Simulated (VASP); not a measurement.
# InSb (Pmmn) in VASP: further runs

InSb is run at these levels: PBE; tasks: electric field gradients.

Program: VASP 6.6.1. These are calculated values, not measurements. Logs are shortened: lines on timing, memory, paths and dates and some standing lists are left out, and cuts for length are marked.

## Step 1: The cell of the first run

It takes space group Pmmn (No. 59, orthorhombic). The conventional cell has a = 5.321 Å, b = 5.674 Å, c = 3.042 Å, α = 90.00°, β = 90.00°, γ = 90.00°. In (site symmetry mm2) has 4 Sb at 2.71 to 2.88 Å and 2 In at 3.04 Å within 3.6 Å. Within 3.6 Å of Sb (site symmetry mm2) lie 4 In at 2.71 to 2.88 Å and 2 Sb at 3.04 Å.

## Step 2: Electric field gradients, PBE (volume scaled by 0.98)

Contents of INCAR:

```
SYSTEM = InSb
PREC = Accurate ; ENCUT = 520
EDIFF = 1E-8 ; ISMEAR = -1
SIGMA = 0.08 ; LREAL = .False.
LASPH = .True. ; NELM = 80
ALGO = Normal ; ISIF = 2
LWAVE = .False. ; LCHARG = .False.
GGA = PE ; LEFG = .True.
NBANDS = 26
```

Contents of KPOINTS:

```
Automatic mesh
0
Gamma
  6 6 11
  0 0 0
```

Contents of POSCAR:

```
InSb
1.0
    5.3210458966      0.0000000000      0.0000000000
    0.0000000000      5.6736632744      0.0000000000
    0.0000000000      0.0000000000      3.0424423336
In Sb
2 2
Direct
    0.0000000000      0.0000000000      0.0000000000
    0.5000000000      0.5000000000      0.0000000000
    0.5000000000      0.0000000000      0.8350000000
    0.0000000000      0.5000000000      0.1650000000
```

Potentials or basis: VASP PAW PBE potentials, release 64 (In_d, Sb).

On the command line:

```sh
$ cat potpaw_PBE.64/In_d/POTCAR potpaw_PBE.64/Sb/POTCAR > POTCAR
$ mpirun -np 1 vasp_std > vasp.out
```

OUTCAR:

```text
SYSTEM = InSb
   PREC = Accurate
   ENCUT = 520
   EDIFF = 1E-8
   ISMEAR = -1
   LREAL = .False.
   LASPH = .True.
   NELM = 80
   ISIF = 2
   GGA = PE

 ion  position               nearest neighbor table
   1  0.000  0.000  0.000-   3 2.71   3 2.71   4 2.88   4 2.88   3 3.68   3 3.68   4 3.81   4 3.81
                             2 3.89   2 3.89   2 3.89   2 3.89
   2  0.500  0.500  0.000-   4 2.71   4 2.71   3 2.88   3 2.88   4 3.68   4 3.68   3 3.81   3 3.81
                             1 3.89   1 3.89   1 3.89   1 3.89
   3  0.500  0.000  0.835-   1 2.71   1 2.71   2 2.88   2 2.88   1 3.68   1 3.68   2 3.81   2 3.81

   4  0.000  0.500  0.165-   2 2.71   2 2.71   1 2.88   1 2.88   2 3.68   2 3.68   1 3.81   1 3.81

  LATTYP: Found a simple orthorhombic cell.
 ALAT       =     3.0424423336
 B/A-ratio  =     1.7489389488
 C/A-ratio  =     1.8648383937

  Lattice vectors:

 A1 = (   0.0000000000,   0.0000000000,   3.0424423336)
 A2 = (   5.3210458966,   0.0000000000,   0.0000000000)
 A3 = (   0.0000000000,   5.6736632744,   0.0000000000)

Analysis of symmetry for initial positions (statically):
=====================================================================
 Subroutine PRICEL returns:
 Original cell was already a primitive cell.

 Routine SETGRP: Setting up the symmetry group for a
 simple orthorhombic supercell.

 Subroutine GETGRP returns: Found  8 space group operations
 (whereof  4 operations were pure point group operations)
 out of a pool of  8 trial point group operations.

The static configuration has the point symmetry C_2v.
 The point group associated with its full space group is D_2h.

Analysis of symmetry for dynamics (positions and initial velocities):
=====================================================================
 Subroutine PRICEL returns:
 Original cell was already a primitive cell.

 Routine SETGRP: Setting up the symmetry group for a
 simple orthorhombic supercell.

 Subroutine GETGRP returns: Found  8 space group operations
 (whereof  4 operations were pure point group operations)
 out of a pool of  8 trial point group operations.

The dynamic configuration has the point symmetry C_2v.
 The point group associated with its full space group is D_2h.

[... 146 lines left out ...]
  free energy    TOTEN  =       -11.91613681 eV

  energy without entropy =      -11.88639576  energy(sigma->0) =      -11.90126629

 E-fermi :   9.8611     XC(G=0): -10.8109

 val. band max:        9.8483232052   @ k =   0.1667   0.3333   0.4545
 cond. band min:       9.8719238503   @ k =   0.1667   0.5000   0.4545
 fundamental gap:      0.0236006451
 Fermi energy:         9.8611109016

 k-point     1 :       0.0000    0.0000    0.0000
  band No.  band energies     occupation
      1      -5.5452      2.00000
      2      -5.5171      2.00000
      3      -5.3757      2.00000
      4      -5.1656      2.00000
      5      -5.1449      2.00000
      6      -4.9946      2.00000
[... 685 lines left out ...]
     25      17.0953      0.00000
     26      17.0953      0.00000

 [... further k-points ...]

------------------------ aborting loop because EDIFF is reached ----------------------------------------

  FORCE on cell =-STRESS in cart. coord.  units (eV):
  Direction    XX          YY          ZZ          XY          YZ          ZX
  --------------------------------------------------------------------------------------
  -------------------------------------------------------------------------------------
  Total       19.1758318      9.7574834      6.2071750      0.0000000      0.0000000      0.0000000
  in kB      334.4890288    170.2023245    108.2733709      0.0000000      0.0000000      0.0000000
  external PRESSURE =     204.3215747 kB  Pullay stress =       0.0000000 kB

 VOLUME and BASIS-vectors are now :
 -----------------------------------------------------------------------------
  energy-cutoff  :      520.00
  volume of cell :       91.85
      direct lattice vectors                 reciprocal lattice vectors
     5.321045897  0.000000000  0.000000000     0.187932978  0.000000000  0.000000000
     0.000000000  5.673663274  0.000000000     0.000000000  0.176252969  0.000000000
     0.000000000  0.000000000  3.042442334     0.000000000  0.000000000  0.328683305

 POSITION                                       TOTAL-FORCE (eV/Angst)
 -----------------------------------------------------------------------------------
      0.00000      0.00000      0.00000         0.000000      0.000000      0.288877
      2.66052      2.83683      0.00000         0.000000      0.000000     -0.288877
      2.66052      0.00000      2.54044         0.000000      0.000000     -0.817991
      0.00000      2.83683      0.50200         0.000000      0.000000      0.817991
 -----------------------------------------------------------------------------------
    total drift:                               -0.000000      0.000000     -0.000000

  FREE ENERGIE OF THE ION-ELECTRON SYSTEM (eV)
  ---------------------------------------------------
  free  energy   TOTEN  =       -11.9161368106 eV

  energy  without entropy=      -11.8863957600  energy(sigma->0) =      -11.90126629

 Electric field gradients (V/A^2)
---------------------------------------------------------------------
 ion       V_xx      V_yy      V_zz      V_xy      V_xz      V_yz
---------------------------------------------------------------------
   1     -83.627    13.606    70.022    -0.000    -0.000     0.000
   2     -83.627    13.606    70.022     0.000    -0.000     0.000
   3     -84.546   -71.935   156.481     0.000     0.000    -0.000
   4     -84.546   -71.935   156.481    -0.000     0.000     0.000
---------------------------------------------------------------------

 Electric field gradients after diagonalization (V/A^2)
 (convention: |V_zz| > |V_xx| > |V_yy|)
----------------------------------------------------------------------
 ion       V_xx      V_yy      V_zz     asymmetry (V_yy - V_xx)/ V_zz
----------------------------------------------------------------------
   1      70.022    13.606   -83.627       0.675
   2      70.022    13.606   -83.627       0.675
   3     -84.546   -71.935   156.481       0.081
   4     -84.546   -71.935   156.481       0.081
----------------------------------------------------------------------

           NMR quadrupolar parameters

 Cq : quadrupolar parameter    Cq=e*Q*V_zz/h
 eta: asymmetry parameters     (V_yy - V_xx)/ V_zz
 Q  : nuclear electric quadrupole moment in mb (millibarn)
----------------------------------------------------------------------
 ion       Cq(MHz)       eta       Q (mb)
----------------------------------------------------------------------
   1      -0.202       0.675       1.000
   2      -0.202       0.675       1.000
   3       0.378       0.081       1.000
   4       0.378       0.081       1.000
----------------------------------------------------------------------
```

OSZICAR:

```text
N       E                     dE             d eps       ncg     rms          rms(c)
DAV:   1     0.300621113638E+03    0.30062E+03   -0.15929E+04  5002   0.158E+03
DAV:   2     0.139703049253E+02   -0.28665E+03   -0.27968E+03  5144   0.384E+02
DAV:   3    -0.111156103098E+02   -0.25086E+02   -0.24659E+02  6244   0.128E+02
DAV:   4    -0.120117831589E+02   -0.89617E+00   -0.89328E+00  5958   0.248E+01
DAV:   5    -0.120636064262E+02   -0.51823E-01   -0.51818E-01  7852   0.541E+00    0.708E+00
DAV:   6    -0.119380654772E+02    0.12554E+00   -0.22818E-01  6916   0.782E+00    0.392E+00
DAV:   7    -0.119178592281E+02    0.20206E-01   -0.10235E-01  7096   0.370E+00    0.748E-01
DAV:   8    -0.119160010043E+02    0.18582E-02   -0.13673E-02  6670   0.147E+00    0.401E-01
DAV:   9    -0.119161399449E+02   -0.13894E-03   -0.10110E-03  6454   0.208E-01    0.873E-02
DAV:  10    -0.119161317499E+02    0.81949E-05   -0.36040E-05  6930   0.559E-02    0.316E-02
DAV:  11    -0.119161375304E+02   -0.57805E-05   -0.81687E-06  5954   0.253E-02    0.146E-02
DAV:  12    -0.119161375332E+02   -0.27953E-08   -0.55172E-07  7054   0.665E-03    0.363E-03
DAV:  13    -0.119161368753E+02    0.65793E-06   -0.12940E-07  6722   0.415E-03    0.184E-03
DAV:  14    -0.119161368165E+02    0.58827E-07   -0.13133E-08  3886   0.826E-04    0.450E-04
DAV:  15    -0.119161368106E+02    0.58617E-08   -0.39368E-09  2810   0.445E-04
   1 F= -.11916137E+02 E0= -.11901266E+02  d E =-.297411E-01
```

It took 2.6 min on 1 thread of Intel Xeon 6975P-C, shared host; peak memory 0.34 GiB.

Results:

* Free energy: -11.9161 eV
* Pressure: 20.4 GPa
* Largest force: 0.818 eV/Å
* Band gap on the k mesh: zero (band 18 reaches 11.66 eV, above the bottom of band 19 at 8.20 eV)

Forces in eV/Å, atoms in the order of the input:
```
In   0.000  0.000  0.289
In   0.000  0.000 -0.289
Sb   0.000  0.000 -0.818
Sb   0.000  0.000  0.818
```

Electric field gradients, principal values (V/Å²):
| atom | least | middle | greatest (by size) |
| --- | --- | --- | --- |
| 1 In | 13.606 | 70.022 | -83.627 |
| 2 In | 13.606 | 70.022 | -83.627 |
| 3 Sb | -71.935 | -84.546 | 156.481 |
| 4 Sb | -71.935 | -84.546 | 156.481 |

Caveat: without QUAD_EFG the Cq values of the log hold for a quadrupole moment of 1 mb, not for the nuclei; spin-orbit coupling is left out, which moves the levels of the heavy elements.

## Step 3: Electric field gradients, PBE (volume scaled by 0.96)

Contents of INCAR:

```
SYSTEM = InSb
PREC = Accurate
ENCUT = 520
EDIFF = 1E-8
ISMEAR = -1
SIGMA = 0.08
LREAL = .False.
LASPH = .True.
NELM = 80
ALGO = Normal
ISIF = 2
LWAVE = .False.
LCHARG = .False.
GGA = PE
LEFG = .True.
NBANDS = 26
```

Contents of KPOINTS:

```
regular mesh
0
Gamma
  6 6 11
  0 0 0
```

Contents of POSCAR:

```
InSb
1.0
    5.2845992329      0.0000000000      0.0000000000
    0.0000000000      5.6348013474      0.0000000000
    0.0000000000      0.0000000000      3.0216030335
In Sb
2 2
Direct
    0.0000000000      0.0000000000      0.0000000000
    0.5000000000      0.5000000000      0.0000000000
    0.5000000000      0.0000000000      0.8350000000
    0.0000000000      0.5000000000      0.1650000000
```

Potentials or basis: VASP PAW PBE potentials, release 64 (In_d, Sb).

On the command line:

```sh
$ cat potpaw_PBE.64/In_d/POTCAR potpaw_PBE.64/Sb/POTCAR > POTCAR
$ mpirun -np 1 vasp_std > vasp.out
```

OUTCAR:

```text
SYSTEM = InSb
   PREC = Accurate
   ENCUT = 520
   EDIFF = 1E-8
   ISMEAR = -1
   LREAL = .False.
   LASPH = .True.
   NELM = 80
   ISIF = 2
   GGA = PE

 ion  position               nearest neighbor table
   1  0.000  0.000  0.000-   3 2.69   3 2.69   4 2.86   4 2.86   3 3.65   3 3.65   4 3.78   4 3.78
                             2 3.86   2 3.86   2 3.86   2 3.86
   2  0.500  0.500  0.000-   4 2.69   4 2.69   3 2.86   3 2.86   4 3.65   4 3.65   3 3.78   3 3.78
                             1 3.86   1 3.86   1 3.86   1 3.86
   3  0.500  0.000  0.835-   1 2.69   1 2.69   2 2.86   2 2.86   1 3.65   1 3.65   2 3.78   2 3.78

   4  0.000  0.500  0.165-   2 2.69   2 2.69   1 2.86   1 2.86   2 3.65   2 3.65   1 3.78   1 3.78

  LATTYP: Found a simple orthorhombic cell.
 ALAT       =     3.0216030335
 B/A-ratio  =     1.7489389487
 C/A-ratio  =     1.8648383937

  Lattice vectors:

 A1 = (   0.0000000000,   0.0000000000,   3.0216030335)
 A2 = (   5.2845992329,   0.0000000000,   0.0000000000)
 A3 = (   0.0000000000,   5.6348013474,   0.0000000000)

Analysis of symmetry for initial positions (statically):
=====================================================================
 Subroutine PRICEL returns:
 Original cell was already a primitive cell.

 Routine SETGRP: Setting up the symmetry group for a
 simple orthorhombic supercell.

 Subroutine GETGRP returns: Found  8 space group operations
 (whereof  4 operations were pure point group operations)
 out of a pool of  8 trial point group operations.

The static configuration has the point symmetry C_2v.
 The point group associated with its full space group is D_2h.

Analysis of symmetry for dynamics (positions and initial velocities):
=====================================================================
[... 864 lines left out ...]
     26      17.4793      0.00000

 [... further k-points ...]
[... 5 lines left out ...]
  --------------------------------------------------------------------------------------
  -------------------------------------------------------------------------------------
  Total       20.9070346     11.0196328      7.2739710      0.0000000      0.0000000      0.0000000
  in kB      372.2844914    196.2228728    129.5251407      0.0000000      0.0000000      0.0000000
  external PRESSURE =     232.6775017 kB  Pullay stress =       0.0000000 kB

 VOLUME and BASIS-vectors are now :
 -----------------------------------------------------------------------------
  energy-cutoff  :      520.00
  volume of cell :       89.98
      direct lattice vectors                 reciprocal lattice vectors
     5.284599233  0.000000000  0.000000000     0.189229108  0.000000000  0.000000000
     0.000000000  5.634801347  0.000000000     0.000000000  0.177468546  0.000000000
     0.000000000  0.000000000  3.021603033     0.000000000  0.000000000  0.330950158

 POSITION                                       TOTAL-FORCE (eV/Angst)
 -----------------------------------------------------------------------------------
      0.00000      0.00000      0.00000         0.000000      0.000000      0.305068
      2.64230      2.81740      0.00000         0.000000      0.000000     -0.305068
      2.64230      0.00000      2.52304         0.000000      0.000000     -0.881005
      0.00000      2.81740      0.49856         0.000000      0.000000      0.881005
 -----------------------------------------------------------------------------------
    total drift:                               -0.000000      0.000000     -0.000000

  FREE ENERGIE OF THE ION-ELECTRON SYSTEM (eV)
  ---------------------------------------------------
  free  energy   TOTEN  =       -11.6603402553 eV

  energy  without entropy=      -11.6307598966  energy(sigma->0) =      -11.64555008

 Electric field gradients (V/A^2)
---------------------------------------------------------------------
 ion       V_xx      V_yy      V_zz      V_xy      V_xz      V_yz
---------------------------------------------------------------------
   1     -84.891    14.085    70.806    -0.000    -0.000    -0.000
   2     -84.891    14.085    70.806     0.000    -0.000    -0.000
   3     -85.885   -70.334   156.218    -0.000     0.000    -0.000
   4     -85.885   -70.334   156.218     0.000     0.000     0.000
---------------------------------------------------------------------

 Electric field gradients after diagonalization (V/A^2)
 (convention: |V_zz| > |V_xx| > |V_yy|)
----------------------------------------------------------------------
 ion       V_xx      V_yy      V_zz     asymmetry (V_yy - V_xx)/ V_zz
----------------------------------------------------------------------
   1      70.806    14.085   -84.891       0.668
   2      70.806    14.085   -84.891       0.668
   3     -85.885   -70.334   156.218       0.100
   4     -85.885   -70.334   156.218       0.100
----------------------------------------------------------------------

           NMR quadrupolar parameters

 Cq : quadrupolar parameter    Cq=e*Q*V_zz/h
 eta: asymmetry parameters     (V_yy - V_xx)/ V_zz
 Q  : nuclear electric quadrupole moment in mb (millibarn)
----------------------------------------------------------------------
 ion       Cq(MHz)       eta       Q (mb)
----------------------------------------------------------------------
   1      -0.205       0.668       1.000
   2      -0.205       0.668       1.000
   3       0.378       0.100       1.000
   4       0.378       0.100       1.000
----------------------------------------------------------------------
```

stdout:

```text
POSCAR found type information on POSCAR InSb
 POSCAR found :  2 types and       4 ions
 scaLAPACK will be used
 LDA part: xc-table for (Slater+PW92), standard interpolation
 POSCAR, INCAR and KPOINTS ok, starting setup
 FFT: planning ... GRIDC
 FFT: planning ... GRID_SOFT
 FFT: planning ... GRID
 WAVECAR not read
 entering main loop
ion   1

ion   2

ion   3

ion   4
```

Run time: 1.7 min. Hardware: 1 thread of Intel Xeon 6975P-C (Granite Rapids), shared host; peak memory 0.32 GiB.

What came out:

```
Free energy            : -11.6603 eV
Pressure               : 23.3 GPa
Largest force          : 0.881 eV/Å
Band gap on the k mesh : zero (band 18 reaches 12.04 eV, above the bottom of band 19 at 8.48 eV)
```

Forces in eV/Å, atoms in the order of the input:
```
In   0.000  0.000  0.305
In   0.000  0.000 -0.305
Sb   0.000  0.000 -0.881
Sb   0.000  0.000  0.881
```

Stress tensor (GPa, compression positive):
```
37.23  0.00  0.00
 0.00 19.62  0.00
 0.00  0.00 12.95
```

Electric field gradients, principal values (V/Å²):
```
atom    least   middle  greatest (by size)
1 In   14.085   70.806             -84.891
2 In   14.085   70.806             -84.891
3 Sb  -70.334  -85.885             156.218
4 Sb  -70.334  -85.885             156.218
```

Caveat: without QUAD_EFG the Cq values of the log hold for a quadrupole moment of 1 mb, not for the nuclei; spin-orbit coupling is left out, which moves the levels of the heavy elements.
